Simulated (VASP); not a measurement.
A run of VASP 6.6.1:

INCAR

```
SYSTEM = Li2Nb
PREC = Accurate
ENCUT = 520
EDIFF = 1E-6
ISMEAR = 0
SIGMA = 0.1
LREAL = .False.
LASPH = .True.
NELM = 150
ALGO = Normal
ISIF = 2
LWAVE = .False.
LCHARG = .False.
ISPIN = 2
MAGMOM = 0 0 1
LORBIT = 11
LMAXMIX = 4
GGA = PE
NBANDS = 20
```

Contents of KPOINTS:

```
regular mesh
0
Gamma
  6 6 6
  0 0 0
```

POSCAR

```
Li2Nb
1.0
    4.7469420686      0.0000000000      0.0000000000
   -2.3734710343      4.1109724217      0.0000000000
    0.0000000000      0.0000000000      2.5696532550
Li Nb
2 1
Direct
    0.3333333333      0.6666666667      0.5000000000
    0.6666666667      0.3333333333      0.5000000000
    0.0000000000      0.0000000000      0.0000000000
```

Potentials or basis: VASP PAW PBE potentials, release 64 (Li_sv, Nb_sv).

Command:

```console
$ cat potpaw_PBE.64/Li_sv/POTCAR potpaw_PBE.64/Nb_sv/POTCAR > POTCAR
$ mpirun -np 1 vasp_std > vasp.out
```

Hardware: 1 thread of Intel(R) Xeon(R) Platinum 8259CL CPU @ 2.50GHz (Skylake/Cascade Lake), with other jobs on the host.

Task: How long does it take, and how much memory?

Result: Wall time 36 s on 1 thread of Intel(R) Xeon(R) Platinum 8259CL CPU @ 2.50GHz (Skylake/Cascade Lake) (shared host), peak memory 0.2 GiB. Counts: scf iterations 13, k points 28.
